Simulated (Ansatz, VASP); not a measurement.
BaB: VASP beside Ansatz

```
CELL_PARAMETERS angstrom
0.00000 3.02521 3.02521
3.02521 0.00000 3.02521
3.02521 3.02521 0.00000
ATOMIC_POSITIONS crystal
Ba 0.50000 0.50000 0.50000
B 0.00000 0.00000 0.00000
```

Alike in both runs: task single point; functional PBE; k mesh 10 × 10 × 10; occupations gaussian, width 0.05 eV; no spin polarisation.

|  | VASP | Ansatz |
| --- | --- | --- |
| version | VASP 6.6.1 | Ansatz 0.2.0 |
| potentials or method | VASP PAW PBE potentials, release 64 (Ba_sv, B), cutoff 520 eV | scalar-relativistic, plane waves, PAW |
| valence electrons in the cell | 13 | 13 |

Ansatz gave:

| Item | Value |
| --- | --- |
| gap on the k mesh at the Fermi level (eV) | none |
| pressure (GPa) | 1.6 |

Problem. Estimate VASP's values.

Solution. gap on the k mesh at the Fermi level (eV): none; pressure (GPa): 2.3.

A gap of «none» marks a metal or a gap that the smearing closes.

Spin-orbit coupling is off throughout.
